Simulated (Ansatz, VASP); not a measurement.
**Cs: VASP beside Ansatz**

```
Cs
1.0
    -3.00517    3.00517    3.00517
     3.00517   -3.00517    3.00517
     3.00517    3.00517   -3.00517
Cs
1
Direct
  0.00000 0.00000 0.00000
```

Alike in both runs: functional PBEsol; k mesh 10 × 10 × 10; occupations gaussian, width 0.1 eV; no spin polarisation.

Ansatz relaxed the structure, and its values are those at the end. VASP's run is a single point on that final structure, the one shown.

```csv
,VASP,Ansatz
version,VASP 6.6.1,Ansatz 0.2.0
potentials or method,"VASP PAW PBE potentials, release 64 (Cs_sv), cutoff 520 eV","scalar-relativistic, plane waves, PAW"
valence electrons in the cell,9,9
```

```tsv
	VASP	Ansatz	Ansatz less VASP
gap on the k mesh at the Fermi level (eV)	none	none	-
pressure (GPa)	0.0	0.0	+0.01
```

VASP's potentials were made for PBE, not for PBEsol. A gap of «none» marks a metal or a gap that the smearing closes.

Spin-orbit coupling is off throughout.
